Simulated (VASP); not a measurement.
# Si (Cmce) in VASP: a series of runs

Runs on Si. Level: PBE. Tasks: single point.

Program: VASP 6.6.1. These are calculated values, not measurements. Logs are shortened: lines on timing, memory, paths and dates and some standing lists are left out, and cuts for length are marked.

## 1. The cell of the first run

Symmetry: Cmce, No. 64, orthorhombic system. Conventional cell: a = 3.579 Å, b = 6.837 Å, c = 8.369 Å, α = 90.00°, β = 90.00°, γ = 90.00°. Within 3.3 Å of Si (site symmetry m) lie 8 Si at 2.41 to 3.21 Å. Si (site symmetry 2/m) has 8 Si at 2.42 to 3.21 Å within 3.3 Å.

## 2. Single point, PBE

The input, INCAR:

```
SYSTEM = Si
  ALGO = Normal
  EDIFF = 1E-7
  ENCUT = 520
  GGA = PE
  ISIF = 2
  ISMEAR = 0
  LASPH = .TRUE.
  LCHARG = .FALSE.
  LREAL = .FALSE.
  LWAVE = .FALSE.
  NBANDS = 36
  NELM = 80
  PREC = Accurate
  SIGMA = 0.2
```

The input, KPOINTS:

```
k-points
0
G
  6 4 4
  0 0 0
```

The input, POSCAR:

```
Si
1.0
    1.7896543649     -3.4185129551      0.0000000000
    5.3689630946      3.4185129551      0.0000000000
    0.0000000000      0.0000000000      8.3693844704
Si
12
Direct
    0.5504537979      0.1498487340      0.3463205732
    0.0504537979      0.6498487340      0.3463205732
    0.8004537979      0.3998487340      0.1536794268
    0.3004537979      0.8998487340      0.1536794268
    0.6995462021      0.1001512660      0.8463205732
    0.1995462021      0.6001512660      0.8463205732
    0.9495462021      0.3501512660      0.6536794268
    0.4495462021      0.8501512660      0.6536794268
    0.2500000000      0.2500000000      0.0000000000
    0.7500000000      0.7500000000      0.0000000000
    0.5000000000      0.5000000000      0.5000000000
    0.0000000000      1.0000000000      0.5000000000
```

Potentials or basis: VASP PAW PBE potentials, release 64 (Si).

Started as:

```console
cat potpaw_PBE.64/Si/POTCAR > POTCAR
mpirun -np 1 vasp_std > vasp.out
```

OUTCAR:

```text
SYSTEM = Si
   EDIFF = 1E-7
   ENCUT = 520
   GGA = PE
   ISIF = 2
   ISMEAR = 0
   LASPH = .TRUE.
   LREAL = .FALSE.
   NELM = 80
   PREC = Accurate

 ion  position               nearest neighbor table
   1  0.550  0.150  0.346-   3 2.41   4 2.41  12 2.42  12 2.59  11 2.59
   2  0.050  0.650  0.346-   3 2.41   4 2.41  11 2.42  11 2.59  12 2.59
   3  0.800  0.400  0.154-   1 2.41   2 2.41   9 2.42   9 2.59  10 2.59
   4  0.300  0.900  0.154-   1 2.41   2 2.41  10 2.42  10 2.59   9 2.59
   5  0.700  0.100  0.846-   7 2.41   8 2.41   9 2.42   9 2.59  10 2.59
   6  0.200  0.600  0.846-   7 2.41   8 2.41  10 2.42  10 2.59   9 2.59
   7  0.950  0.350  0.654-   5 2.41   6 2.41  11 2.42  11 2.59  12 2.59
   8  0.450  0.850  0.654-   5 2.41   6 2.41  12 2.42  12 2.59  11 2.59
   9  0.250  0.250  0.000-   3 2.42   5 2.42   3 2.59   5 2.59   6 2.59   4 2.59
  10  0.750  0.750  0.000-   4 2.42   6 2.42   4 2.59   6 2.59   3 2.59   5 2.59
  11  0.500  0.500  0.500-   2 2.42   7 2.42   2 2.59   7 2.59   8 2.59   1 2.59
  12  0.000  0.000  0.500-   1 2.42   8 2.42   1 2.59   8 2.59   2 2.59   7 2.59

  LATTYP: Found a simple monoclinic cell.
 ALAT       =     3.8586388235
 B/A-ratio  =     2.1689991868
 C/A-ratio  =     1.6495203906
 COS(beta)  =    -0.0845950382

  Lattice vectors:

 A1 = (   1.7896543649,  -3.4185129551,   0.0000000000)
 A2 = (   0.0000000000,   0.0000000000,  -8.3693844704)
 A3 = (   5.3689630946,   3.4185129551,   0.0000000000)

Analysis of symmetry for initial positions (statically):
=====================================================================
 Subroutine PRICEL returns following result:

  LATTYP: Found a base centered orthorhombic cell.
 ALAT       =     3.5793087298
 B/A-ratio  =     1.9101526095
 C/A-ratio  =     2.3382683927

  Lattice vectors:

 A1 = (   1.7896543649,  -3.4185129551,   0.0000000000)
 A2 = (   1.7896543648,   3.4185129551,   0.0000000000)
 A3 = (   0.0000000000,   0.0000000000,   8.3693844704)

   2 primitive cells build up your supercell.

 Routine SETGRP: Setting up the symmetry group for a
 simple monoclinic supercell.

 Subroutine GETGRP returns: Found  4 space group operations
 (whereof  2 operations were pure point group operations)
 out of a pool of  4 trial point group operations.

The static configuration has the point symmetry S_2 .
 The point group associated with its full space group is C_2h.

Analysis of symmetry for dynamics (positions and initial velocities):
=====================================================================
 Subroutine PRICEL returns following result:

  LATTYP: Found a base centered orthorhombic cell.
 ALAT       =     3.5793087298
 B/A-ratio  =     1.9101526095
 C/A-ratio  =     2.3382683927

  Lattice vectors:

 A1 = (   1.7896543649,  -3.4185129551,   0.0000000000)
 A2 = (   1.7896543648,   3.4185129551,   0.0000000000)
 A3 = (   0.0000000000,   0.0000000000,   8.3693844704)

   2 primitive cells build up your supercell.

 Routine SETGRP: Setting up the symmetry group for a
 simple monoclinic supercell.

 Subroutine GETGRP returns: Found  4 space group operations
 (whereof  2 operations were pure point group operations)
 out of a pool of  4 trial point group operations.

The dynamic configuration has the point symmetry S_2 .
 The point group associated with its full space group is C_2h.

 Subroutine INISYM returns: Found  4 space group operations
 (whereof  2 operations are pure point group operations),
 and found     2 'primitive' translations

----------------------------------------------------------------------------------------

                                     Primitive cell

  volume of cell :     102.4071

  direct lattice vectors                    reciprocal lattice vectors
     1.789654365 -3.418512955  0.000000000     0.279383556 -0.146262427  0.000000000
     1.789654365  3.418512955  0.000000000     0.279383556  0.146262427  0.000000000
     0.000000000  0.000000000  8.369384470     0.000000000  0.000000000  0.119483100

  length of vectors
     3.858638823  3.858638823  8.369384470     0.315353561  0.315353561  0.119483100

  position of ions in fractional coordinates (direct lattice)
     0.700302532  0.299697468  0.346320573
     0.200302532  0.799697468  0.153679427
     0.799697468  0.200302532  0.846320573
     0.299697468  0.700302532  0.653679427
     0.500000000  0.500000000  0.000000000
     1.000000000  1.000000000  0.500000000

  ion indices of the primitive-cell ions
   primitive index   ion index
                 1           1
                 2           3
                 3           5
                 4           8
                 5           9
                 6          11

----------------------------------------------------------------------------------------

 KPOINTS: k-points

Automatic generation of k-mesh.
 Grid dimensions read from file:
 generate k-points for:    6    4    4

 Generating k-lattice:

  Cartesian coordinates                     Fractional coordinates (reciprocal lattice)
     0.023281963 -0.036565607  0.000000000     0.166666667  0.000000000  0.000000000
     0.034922944  0.018282803  0.000000000     0.000000000  0.250000000  0.000000000
     0.000000000  0.000000000  0.029870775     0.000000000  0.000000000  0.250000000

  Length of vectors
     0.043348511  0.039419195  0.029870775

  Shift w.r.t. Gamma in fractional coordinates (k-lattice)
     0.000000000  0.000000000  0.000000000

 Subroutine IBZKPT returns following result:
 ===========================================

 Found     42 irreducible k-points:

 Following reciprocal coordinates:
            Coordinates               Weight
  0.000000  0.000000  0.000000      1.000000
  0.166667 -0.000000  0.000000      2.000000
  0.333333  0.000000  0.000000      2.000000
  0.500000  0.000000  0.000000      1.000000
  0.000000  0.250000  0.000000      2.000000
  0.166667  0.250000  0.000000      2.000000
[... 16 lines left out ...]
 -0.333333  0.250000  0.250000      4.000000
 -0.166667  0.250000  0.250000      4.000000
 [... further k-points ...]
   k-points           NKPTS =     42   k-points in BZ     NKDIM =     42   number of bands    NBANDS=     36
   number of dos      NEDOS =    301   number of ions     NIONS =     12
   total plane-waves  NPLWV =  92160
   dimension x,y,z NGX =    30 NGY =   48 NGZ =   64
   dimension x,y,z NGXF=    60 NGYF=   96 NGZF=  128
   ions per type =              12
   NGX,Y,Z   is equivalent  to a cutoff of  12.93, 12.54, 12.71 a.u.
   NGXF,Y,Z  is equivalent  to a cutoff of  25.85, 25.07, 25.43 a.u.
 SYSTEM =  Si
   PREC   = accura    normal or accurate (medium, high low for compatibility)
   ISTART =      0    job   : 0-new  1-cont  2-samecut
   ICHARG =      2    charge: 1-file 2-atom 10-const
   ISPIN  =      1    spin polarized calculation?
   LNONCOLLINEAR =      F non collinear calculations
   LSORBIT =      F    spin-orbit coupling
   LASPH  =      T    aspherical Exc in radial PAW
   ENCUT  =  520.0 eV  38.22 Ry    6.18 a.u.   7.17 11.83 15.56*2*pi/ulx,y,z
   NELM   =     80;   NELMIN=  2; NELMDL= -5     # of ELM steps
   EDIFF  = 0.1E-06   stopping-criterion for ELM
   LREAL  =      F    real-space projection
   EDIFFG = 0.1E-05   stopping-criterion for IOM
   NSW    =      0    number of steps for IOM
   IBRION =     -1    ionic relax: 0-MD 1-quasi-New 2-CG
   NFREE  =      0    steps in history (QN), initial steepest desc. (CG)
   ISIF   =      2    stress and relaxation
   ISYM   =      2    0-nonsym 1-usesym 2-fastsym
   POTIM  = 0.5000    time-step for ionic-motion
   TEBEG  =    0.0;   TEEND  =   0.0 temperature during run
   PSTRESS=    0.0 pullay stress
   NELECT =      48.0000    total number of electrons
   NUPDOWN=      -1.0000    fix difference up-down
   EMIN   =  10.00;   EMAX   =-10.00  energy-range for DOS
   EFERMI =   0.00;   METHOD = LEGACY
   ISMEAR =     0;   SIGMA  =   0.20  broadening in eV -4-tet -1-fermi 0-gaus
   EFERMI_NEDOS =   21; number of points for ismear=-14 and -15
   IALGO  =     38    algorithm
   IMIX   =      4    mixing-type and parameters
     AMIX     =   0.40;   BMIX     =  1.00
     AMIX_MAG =   1.60;   BMIX_MAG =  1.00
  volume/ion in A,a.u.               =      17.07       115.18
  Fermi-wavevector in a.u.,A,eV,Ry     =   1.009335  1.907366 13.861029  1.018757
  Thomas-Fermi vector in A             =   2.142257
   LORBIT       =      0    0 simple, 1 ext, 2 COOP (PROOUT), +10 PAW based schemes
   GGA     = PE    functional components
   LHFCALC =     F    Hartree Fock is set to
   AEXX    =    0.0000 exact exchange contribution
   IVDW    =     0    specifies the selected vdW correction
   LEPSILON=     F    determine dielectric tensor
   LRPA    =     F    only Hartree local field effects (RPA)
 non-spin polarized calculation
 Gauss-broadening in eV      SIGMA  =   0.20
  energy-cutoff  :      520.00
  volume of cell :      204.81
 maximum number of plane-waves:      5572
 NGX is ok and might be reduce to    30
   NGX = 15   NGY = 23   NGZ = 31

 number of electron      47.9999998 magnetization

 Free energy of the ion-electron system (eV)
  ---------------------------------------------------
  ext. energy  EPLUGINS =         0.00000000
  ---------------------------------------------------
  free energy    TOTEN  =       -60.83288686 eV

  energy without entropy =      -60.74097350  energy(sigma->0) =      -60.78693018

 E-fermi :   7.7578     XC(G=0): -10.3286

 val. band max:        7.7527196067   @ k =   0.0000   0.0000   0.2500
 cond. band min:       7.7729204641   @ k =  -0.1667   0.2500   0.2500
 fundamental gap:      0.0202008574
 Fermi energy:         7.7578208765

 k-point     1 :       0.0000    0.0000    0.0000
  band No.  band energies     occupation
      1      -5.3003      2.00000
      2      -3.5879      2.00000
      3      -2.9801      2.00000
      4      -1.9920      2.00000
      5      -1.9920      2.00000
      6      -0.3433      2.00000
[... 28 lines left out ...]
     35      11.2336      0.00000
     36      11.4172      0.00000

 k-point     2 :       0.1667   -0.0000    0.0000
  band No.  band energies     occupation
      1      -5.0444      2.00000
      2      -3.3281      2.00000
      3      -2.7581      2.00000
      4      -1.9285      2.00000
      5      -1.6032      2.00000
      6      -0.2866      2.00000
[... 28 lines left out ...]
     35      11.0684      0.00000
     36      11.2485      0.00000

 k-point     3 :       0.3333    0.0000    0.0000
  band No.  band energies     occupation
      1      -4.2869      2.00000
      2      -2.5587      2.00000
      3      -2.1338      2.00000
      4      -1.7607      2.00000
      5      -1.0981      2.00000
      6      -0.8219      2.00000
[... 28 lines left out ...]
     35      12.0126      0.00000
     36      12.3201      0.00000
[... 742 lines left out ...]
 k-point    23 :      -0.3333    0.2500    0.2500
  band No.  band energies     occupation
      1      -4.0618      2.00000
      2      -3.1110      2.00000
      3      -2.0337      2.00000
      4      -1.3094      2.00000
      5      -1.2889      2.00000
      6      -0.7360      2.00000
[... 28 lines left out ...]
     35      11.5284      0.00000
     36      12.2055      0.00000

 k-point    24 :      -0.1667    0.2500    0.2500
  band No.  band energies     occupation
      1      -4.7551      2.00000
      2      -3.7847      2.00000
      3      -2.8781      2.00000
      4      -1.9804      2.00000
      5      -1.7750      2.00000
      6      -0.1812      2.00000
[... 28 lines left out ...]
     35      11.4666      0.00000
     36      11.5843      0.00000

 [... further k-points ...]
[... 5 lines left out ...]
  --------------------------------------------------------------------------------------
  -------------------------------------------------------------------------------------
  Total        0.0265860     -0.2170599     -0.2792177     -0.1367858      0.0000000      0.0000000
  in kB        0.2079712     -1.6979709     -2.1842064     -1.0700194      0.0000000      0.0000000
  external PRESSURE =      -1.2247354 kB  Pullay stress =       0.0000000 kB

 VOLUME and BASIS-vectors are now :
 -----------------------------------------------------------------------------
  energy-cutoff  :      520.00
  volume of cell :      204.81
      direct lattice vectors                 reciprocal lattice vectors
     1.789654365 -3.418512955  0.000000000     0.139691778 -0.219393640  0.000000000
     5.368963095  3.418512955  0.000000000     0.139691778  0.073131213  0.000000000
     0.000000000  0.000000000  8.369384470     0.000000000  0.000000000  0.119483100

 POSITION                                       TOTAL-FORCE (eV/Angst)
 -----------------------------------------------------------------------------------
      1.78965     -1.36947      2.89849        -0.003047      0.001145      0.066502
      3.57931      2.04904      2.89849        -0.003047      0.001145      0.066502
      3.57931     -1.36947      1.28620        -0.003047      0.001145     -0.066502
      5.36896      2.04904      1.28620        -0.003047      0.001145     -0.066502
      1.78965     -2.04904      7.08318         0.003047     -0.001145      0.066502
      3.57931      1.36947      7.08318         0.003047     -0.001145      0.066502
      3.57931     -2.04904      5.47089         0.003047     -0.001145     -0.066502
      5.36896      1.36947      5.47089         0.003047     -0.001145     -0.066502
      1.78965      0.00000      0.00000        -0.000000      0.000000      0.000000
      5.36896      0.00000      0.00000        -0.000000      0.000000      0.000000
      3.57931      0.00000      4.18469        -0.000000      0.000000      0.000000
      0.00000      0.00000      4.18469        -0.000000      0.000000      0.000000
 -----------------------------------------------------------------------------------
    total drift:                               -0.000000      0.000000     -0.000000

  FREE ENERGIE OF THE ION-ELECTRON SYSTEM (eV)
  ---------------------------------------------------
  free  energy   TOTEN  =       -60.8328868638 eV

  energy  without entropy=      -60.7409734995  energy(sigma->0) =      -60.78693018
```

It took 4.6 min on 1 thread of Intel Xeon Platinum 8488C (Sapphire Rapids), shared host; peak memory 0.4 GiB.

What came out:

```
Free energy            : -60.8329 eV
Pressure               : -0.1 GPa
Largest force          : 0.067 eV/Å
Band gap on the k mesh : zero (bands 24 and 25 overlap by 1.19 eV)
```

Forces in eV/Å, atoms in the order of the input:
```
Si  -0.003  0.001  0.067
Si  -0.003  0.001  0.067
Si  -0.003  0.001 -0.067
Si  -0.003  0.001 -0.067
Si   0.003 -0.001  0.067
Si   0.003 -0.001  0.067
Si   0.003 -0.001 -0.067
Si   0.003 -0.001 -0.067
Si   0.000  0.000  0.000
Si   0.000  0.000  0.000
Si   0.000  0.000  0.000
Si   0.000  0.000  0.000
```

Stress tensor (GPa, compression positive):
```
 0.02 -0.11  0.00
-0.11 -0.17  0.00
 0.00  0.00 -0.22
```

(Part 1 of 2 ends here.)

The gap in the log of VASP goes by the Fermi energy; the results here count the filled bands.